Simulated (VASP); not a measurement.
The system is BaTiO3.

```
Ba Ti O
1.0
     3.95186    0.00000    0.00000
     0.00000    3.95186    0.00000
     0.00000    0.00000    3.95186
Ba Ti O
1 1 3
Direct
  0.50000 0.50000 0.50000
  0.00000 0.00000 0.00000
  0.00000 0.00000 0.50000
  0.00000 0.50000 0.00000
  0.50000 0.00000 0.00000
```

Base run:

```yaml
Program: VASP 6.6.1
Functional: PBEsol
Potentials_or_basis: VASP PAW PBE potentials, release 64 (Ba_sv, Ti_sv, O)
Cutoff: 520 eV
k_mesh: 7 × 7 × 7
Occupations: fermi-dirac, width 0.05 eV
Spin: no spin polarisation
```

Its results: band gap on the k mesh 1.84 eV, indirect (least direct gap 1.88 eV); pressure 4.6 GPa.

Task: After a change of settings the same cell gave: band gap on the k mesh 1.88 eV, indirect (least direct gap 1.93 eV); pressure 11.3 GPa. Which change was it?
A. potentials or basis from VASP PAW PBE potentials, release 64 (Ba_sv, Ti_sv, O) to VASP PAW PBE potentials, release 64 (Ba_sv, Ti_sv, O_h); cutoff from 520 eV to 910 eV
B. functional from PBEsol to r2SCAN; further incar settings from ALGO = Normal; EDIFF = 1e-06; NBANDS = 28 to ALGO = Normal; EDIFF = 1e-07; NBANDS = 28
C. functional from PBEsol to PBE

Result: C.

PBE binds less tightly than PBEsol, so the same cell stands under more pressure.

Caveats: spin-orbit coupling is left out, which moves the levels of the heavy elements; the PAW data sets were made with another functional, which shifts forces and pressure a little (some runs).
